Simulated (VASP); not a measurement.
Runs of VASP 6.6.1 on Be3AgS4. The structure is that of space group Im-3m (No. 229), or close to it. The cells are those of the table. 

```csv
task,cell,k mesh,cutoff (eV),gap on the mesh (eV),pressure (GPa),relaxed volume (Å³/atom)
relaxation of cell and atoms,"relaxed from a = 5.549 Å, angles 109.5°, 8 atoms",4 × 4 × 4,600,none,-0.1,14.36
single point,"a = 5.310 Å, angles 109.5°, 8 atoms",4 × 4 × 4,520,none,-0.4,-
single point,"a = 5.305 Å, angles 109.5°, 8 atoms",10 × 10 × 10,520,none,-0.1,-
single point,"a = 5.549 Å, angles 109.5°, 8 atoms",4 × 4 × 4,520,none,-8.9,-
relaxation of cell and atoms,"relaxed from a = 5.310 Å, angles 109.5°, 8 atoms",10 × 10 × 10,600,none,0.0,(a)
```

Alike in all rows: level PBE; potentials or basis VASP PAW PBE potentials, release 64 (Be, Ag, S); no spin polarisation; smearing gaussian 0.1 eV.

Question: Fill in the values left out.

Answer: (a) 14.35.

Caveats: some runs use coarse meshes.

A k mesh can miss the band edges, and the runs leave out spin-orbit coupling on Ag.

A gap of «none» marks levels without a gap at the run's occupations.
